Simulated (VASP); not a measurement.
# Si2N (P-3m1) in VASP: a series of runs

Runs on Si2N. Level: PBE. Tasks: single point, relaxation of cell and atoms.

Everything below comes from runs of VASP 6.6.1. Logs are shortened: lines on timing, memory, paths and dates and some standing lists are left out, and cuts for length are marked.

## 1. The cell of the first run

The structure is trigonal, space group P-3m1 (No. 164). Conventional cell: a = 2.711 Å, b = 2.711 Å, c = 11.059 Å, α = 90.00°, β = 90.00°, γ = 120.00°. Si (site symmetry 3m) has 3 N at 2.34 Å and 8 Si at 2.71 to 2.77 Å within 3.1 Å. Si (site symmetry -3m) has 6 N at 1.87 Å within 2.5 Å. Si (site symmetry -3m) has 8 Si at 2.71 to 2.77 Å within 3.6 Å. Within 2.6 Å of N (site symmetry 3m) lie 6 Si at 1.87 to 2.34 Å and 3 N at 2.59 Å.

## 2. Single point, PBE, collinear spin, ferromagnetic start (atoms taken out)

INCAR reads:

```
SYSTEM = Si2N
PREC = Accurate
ENCUT = 520
EDIFF = 1E-6
ISMEAR = 0
SIGMA = 0.1
LREAL = .False.
LASPH = .True.
NELM = 150
ALGO = Normal
ISIF = 2
LWAVE = .False.
LCHARG = .False.
ISPIN = 2
MAGMOM = 0 0 0 0 1 1
LORBIT = 11
GGA = PE
NBANDS = 26
```

KPOINTS reads:

```
regular mesh
0
Gamma
  6 6 2
  0 0 0
```

POSCAR reads:

```
Si2N
1.0
    2.7110702398      0.0000000000      0.0000000000
   -1.3555351199      2.3478556991      0.0000000000
    0.0000000000      0.0000000000     11.0588477319
Si N
4 2
Direct
    0.0000000000      0.0000000000      0.7501490780
    0.0000000000      0.0000000000      0.2498509220
    0.0000000000      0.0000000000      0.0000000000
    0.0000000000      0.0000000000      0.5000000000
    0.3333333333      0.6666666667      0.9068670132
    0.6666666667      0.3333333333      0.0931329868
```

Potentials or basis: VASP PAW PBE potentials, release 64 (Si, N).

Run with:

```bash
cat potpaw_PBE.64/Si/POTCAR potpaw_PBE.64/N/POTCAR > POTCAR
mpirun -np 1 vasp_std > vasp.out
```

OUTCAR:

```text
SYSTEM = Si2N
   PREC = Accurate
   ENCUT = 520
   EDIFF = 1E-6
   ISMEAR = 0
   LREAL = .False.
   LASPH = .True.
   NELM = 150
   ISIF = 2
   ISPIN = 2
   LORBIT = 11
   GGA = PE

 ion  position               nearest neighbor table
   1  0.000  0.000  0.750-   5 2.34   5 2.34   5 2.34   3 2.76   4 2.77
   2  0.000  0.000  0.250-   6 2.34   6 2.34   6 2.34   3 2.76   4 2.77
   3  0.000  0.000  0.000-   5 1.87   6 1.87   5 1.87   6 1.87   6 1.87   5 1.87   1 2.76   2 2.76

   4  0.000  0.000  0.500-   1 2.77   2 2.77
   5  0.333  0.667  0.907-   3 1.87   3 1.87   3 1.87   1 2.34   1 2.34   1 2.34
   6  0.667  0.333  0.093-   3 1.87   3 1.87   3 1.87   2 2.34   2 2.34   2 2.34

  LATTYP: Found a hexagonal cell.
 ALAT       =     2.7110702398
 C/A-ratio  =     4.0791446749

  Lattice vectors:

 A1 = (   2.7110702398,   0.0000000000,   0.0000000000)
 A2 = (  -1.3555351199,   2.3478556991,   0.0000000000)
 A3 = (   0.0000000000,   0.0000000000,  11.0588477319)

Analysis of symmetry for initial positions (statically):
=====================================================================
 Subroutine PRICEL returns:
 Original cell was already a primitive cell.

 Routine SETGRP: Setting up the symmetry group for a
 hexagonal supercell.

 Subroutine GETGRP returns: Found 12 space group operations
 (whereof 12 operations were pure point group operations)
 out of a pool of 24 trial point group operations.

The static configuration has the point symmetry D_3d.

Analysis of symmetry for dynamics (positions and initial velocities):
=====================================================================
 Subroutine PRICEL returns:
 Original cell was already a primitive cell.

 Routine SETGRP: Setting up the symmetry group for a
 hexagonal supercell.

 Subroutine GETGRP returns: Found 12 space group operations
 (whereof 12 operations were pure point group operations)
 out of a pool of 24 trial point group operations.

The dynamic configuration has the point symmetry D_3d.

Analysis of structural, dynamic, and magnetic symmetry:
=====================================================================
 Subroutine PRICEL returns:
 Original cell was already a primitive cell.

 Routine SETGRP: Setting up the symmetry group for a
 hexagonal supercell.

 Subroutine GETGRP returns: Found 12 space group operations
 (whereof 12 operations were pure point group operations)
 out of a pool of 24 trial point group operations.

The overall configuration has the point symmetry D_3d.

 Subroutine INISYM returns: Found 12 space group operations
 (whereof 12 operations are pure point group operations),
 and found     1 'primitive' translations

----------------------------------------------------------------------------------------

                                     Primitive cell

  volume of cell :      70.3918

  direct lattice vectors                    reciprocal lattice vectors
     2.711070240  0.000000000  0.000000000     0.368858020  0.212960277  0.000000000
    -1.355535120  2.347855699  0.000000000     0.000000000  0.425920554  0.000000000
     0.000000000  0.000000000 11.058847732     0.000000000  0.000000000  0.090425334

  length of vectors
     2.711070240  2.711070240 11.058847732     0.425920554  0.425920554  0.090425334

  position of ions in fractional coordinates (direct lattice)
     0.000000000  0.000000000  0.750149078
     0.000000000  0.000000000  0.249850922
     0.000000000  0.000000000  0.000000000
     0.000000000  0.000000000  0.500000000
     0.333333333  0.666666667  0.906867013
     0.666666667  0.333333333  0.093132987

  ion indices of the primitive-cell ions
   primitive index   ion index
                 1           1
                 2           2
                 3           3
                 4           4
                 5           5
                 6           6

----------------------------------------------------------------------------------------

 KPOINTS: regular mesh

Automatic generation of k-mesh.
 Grid dimensions read from file:
[... 31 lines left out ...]
  0.333333 -0.000000  0.500000      6.000000
  0.500000  0.000000  0.500000      3.000000
  0.166667  0.166667  0.500000      6.000000
  0.333333  0.166667  0.500000     12.000000
  0.333333  0.333333  0.500000      2.000000
   k-points           NKPTS =     14   k-points in BZ     NKDIM =     14   number of bands    NBANDS=     26
   number of dos      NEDOS =    301   number of ions     NIONS =      6
   total plane-waves  NPLWV =  33600
   dimension x,y,z NGX =    20 NGY =   20 NGZ =   84
   dimension x,y,z NGXF=    40 NGYF=   40 NGZF=  168
   ions per type =               4   2
   NGX,Y,Z   is equivalent  to a cutoff of  12.26, 12.26, 12.63 a.u.
   NGXF,Y,Z  is equivalent  to a cutoff of  24.53, 24.53, 25.26 a.u.
 SYSTEM =  Si2N
   PREC   = accura    normal or accurate (medium, high low for compatibility)
   ISTART =      0    job   : 0-new  1-cont  2-samecut
   ICHARG =      2    charge: 1-file 2-atom 10-const
   ISPIN  =      2    spin polarized calculation?
   LNONCOLLINEAR =      F non collinear calculations
   LSORBIT =      F    spin-orbit coupling
   LASPH  =      T    aspherical Exc in radial PAW
   ENCUT  =  520.0 eV  38.22 Ry    6.18 a.u.   5.04  5.04 20.56*2*pi/ulx,y,z
   NELM   =    150;   NELMIN=  2; NELMDL= -5     # of ELM steps
   EDIFF  = 0.1E-05   stopping-criterion for ELM
   LREAL  =      F    real-space projection
   EDIFFG = 0.1E-04   stopping-criterion for IOM
   NSW    =      0    number of steps for IOM
   IBRION =     -1    ionic relax: 0-MD 1-quasi-New 2-CG
   NFREE  =      0    steps in history (QN), initial steepest desc. (CG)
   ISIF   =      2    stress and relaxation
   ISYM   =      2    0-nonsym 1-usesym 2-fastsym
   POTIM  = 0.5000    time-step for ionic-motion
   TEBEG  =    0.0;   TEEND  =   0.0 temperature during run
   PSTRESS=    0.0 pullay stress
   NELECT =      26.0000    total number of electrons
   NUPDOWN=      -1.0000    fix difference up-down
   EMIN   =  10.00;   EMAX   =-10.00  energy-range for DOS
   EFERMI =   0.00;   METHOD = LEGACY
   ISMEAR =     0;   SIGMA  =   0.10  broadening in eV -4-tet -1-fermi 0-gaus
   EFERMI_NEDOS =   21; number of points for ismear=-14 and -15
   IALGO  =     38    algorithm
   IMIX   =      4    mixing-type and parameters
     AMIX     =   0.40;   BMIX     =  1.00
     AMIX_MAG =   1.60;   BMIX_MAG =  1.00
  volume/ion in A,a.u.               =      11.73        79.17
  Fermi-wavevector in a.u.,A,eV,Ry     =   1.174605  2.219682 18.771923  1.379697
  Thomas-Fermi vector in A             =   2.311000
   LORBIT       =     11    0 simple, 1 ext, 2 COOP (PROOUT), +10 PAW based schemes
   GGA     = PE    functional components
   LHFCALC =     F    Hartree Fock is set to
   AEXX    =    0.0000 exact exchange contribution
   IVDW    =     0    specifies the selected vdW correction
   LEPSILON=     F    determine dielectric tensor
   LRPA    =     F    only Hartree local field effects (RPA)
 spin polarized calculation
 Gauss-broadening in eV      SIGMA  =   0.10
  energy-cutoff  :      520.00
  volume of cell :       70.39
 maximum number of plane-waves:      1917
   NGX = 11   NGY = 11   NGZ = 41

 number of electron      26.0000002 magnetization       0.0006002

 Free energy of the ion-electron system (eV)
  ---------------------------------------------------
  ext. energy  EPLUGINS =         0.00000000
  ---------------------------------------------------
  free energy    TOTEN  =       -36.80320105 eV

  energy without entropy =      -36.78138218  energy(sigma->0) =      -36.79229161

 E-fermi :   9.2872     XC(G=0): -11.3637

 val. band max:        9.2777748653   @ k =   0.1667   0.1667   0.0000
 cond. band min:       9.2884718169   @ k =   0.3333   0.1667   0.0000
 fundamental gap:      0.0106969516
 Fermi energy:         9.2871653478

 spin component 1

 k-point     1 :       0.0000    0.0000    0.0000
  band No.  band energies     occupation
      1     -10.8882      1.00000
      2      -7.6834      1.00000
      3      -3.3071      1.00000
      4      -1.5539      1.00000
      5      -1.4978      1.00000
      6       3.3991      1.00000
[... 381 lines left out ...]
     24      18.1592      0.00000
     25      18.7899      0.00000
 Fermi energy:         9.2871653478

 spin component 2

 k-point     1 :       0.0000    0.0000    0.0000
  band No.  band energies     occupation
      1     -10.8881      1.00000
      2      -7.6833      1.00000
      3      -3.3070      1.00000
      4      -1.5537      1.00000
      5      -1.4977      1.00000
      6       3.3992      1.00000
[... 381 lines left out ...]
     24      18.1593      0.00000
     25      18.7900      0.00000
 [bands above 25 left out]

------------------------ aborting loop because EDIFF is reached ----------------------------------------

  FORCE on cell =-STRESS in cart. coord.  units (eV):
  Direction    XX          YY          ZZ          XY          YZ          ZX
  --------------------------------------------------------------------------------------
  -------------------------------------------------------------------------------------
  Total        0.0118676      0.0118676     -0.0125555      0.0000000      0.0000000      0.0000000
  in kB        0.2701158      0.2701158     -0.2857742      0.0000000      0.0000000      0.0000000
  external PRESSURE =       0.0848191 kB  Pullay stress =       0.0000000 kB

 VOLUME and BASIS-vectors are now :
 -----------------------------------------------------------------------------
  energy-cutoff  :      520.00
  volume of cell :       70.39
      direct lattice vectors                 reciprocal lattice vectors
     2.711070240  0.000000000  0.000000000     0.368858020  0.212960277  0.000000000
    -1.355535120  2.347855699  0.000000000     0.000000000  0.425920554  0.000000000
     0.000000000  0.000000000 11.058847732     0.000000000  0.000000000  0.090425334

 POSITION                                       TOTAL-FORCE (eV/Angst)
 -----------------------------------------------------------------------------------
      0.00000      0.00000      8.29578        -0.000000      0.000000      0.000524
      0.00000      0.00000      2.76306         0.000000     -0.000000     -0.000524
      0.00000      0.00000      0.00000         0.000000      0.000000     -0.000000
      0.00000      0.00000      5.52942         0.000000      0.000000     -0.000000
     -0.00000      1.56524     10.02890         0.000000      0.000000     -0.000635
      1.35554      0.78262      1.02994        -0.000000     -0.000000      0.000635
 -----------------------------------------------------------------------------------
    total drift:                                0.000000     -0.000000     -0.000000

  FREE ENERGIE OF THE ION-ELECTRON SYSTEM (eV)
  ---------------------------------------------------
  free  energy   TOTEN  =       -36.8032010460 eV

  energy  without entropy=      -36.7813821752  energy(sigma->0) =      -36.79229161

 total charge

# of ion       s       p       d       tot
------------------------------------------
    1        0.844   0.628   0.000   1.472
    2        0.844   0.628   0.000   1.472
    3        0.637   0.916   0.000   1.553
    4        0.846   0.698   0.000   1.544
    5        1.253   2.573   0.000   3.826
    6        1.253   2.573   0.000   3.826
--------------------------------------------------
tot          5.677   8.015   0.000  13.692

 magnetization (x)

# of ion       s       p       d       tot
------------------------------------------
    1        0.000   0.000   0.000   0.000
    2        0.000   0.000   0.000   0.000
    3        0.000   0.000   0.000   0.000
    4        0.000   0.000   0.000   0.000
    5        0.000   0.000   0.000   0.000
    6        0.000   0.000   0.000   0.000
--------------------------------------------------
tot          0.000   0.000   0.000   0.000
```

It took 2 min on 1 thread of Intel Xeon 8259CL, shared host; peak memory 0.21 GiB.

Results:

```yaml
Free_energy: -36.8032 eV
Pressure: 0.0 GPa
Band_gap_on_the_k_mesh: zero (filled and empty bands overlap)
Net_moment: 0.00 μB per cell
Valence_electrons_inside_the_program's_atomic_spheres: Si 1.47, 1.55, 1.54 (each value once); N 3.83
```

Caveat: the k points lie up to 0.45 Å⁻¹ apart, too coarse for converged energies and pressures of a metal; the cell differs from its parent crystal (atoms taken out).

(Part 1 of 3 ends here.)
